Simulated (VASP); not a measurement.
Input of a VASP 6.6.1 run:

INCAR

```
SYSTEM = KC
PREC = Accurate
ENCUT = 600
EDIFF = 1E-6
ISMEAR = 0
SIGMA = 0.2
LREAL = .False.
LASPH = .True.
NELM = 120
ALGO = Normal
ISIF = 2
LWAVE = .False.
LCHARG = .True.
GGA = PE
LELF = .True.
LVHAR = .True.
NBANDS = 14
GGA_COMPAT = .False.
```

File KPOINTS:

```
regular mesh
0
Gamma
  6 6 6
  0 0 0
```

File POSCAR:

```
KC
1.0
    0.0000000000      3.0027132923      3.0027132923
    3.0027132923      0.0000000000      3.0027132923
    3.0027132923      3.0027132923      0.0000000000
K C
1 1
Direct
    0.5000000000      0.5000000000      0.5000000000
    0.0000000000      0.0000000000      0.0000000000
```

Potentials or basis: VASP PAW PBE potentials, release 64 (K_sv, C).

Run with:

```console
$ cat potpaw_PBE.64/K_sv/POTCAR potpaw_PBE.64/C/POTCAR > POTCAR
$ mpirun -np 1 vasp_std > vasp.out
```

Q: Estimate the pressure.

A: 0.0 GPa.
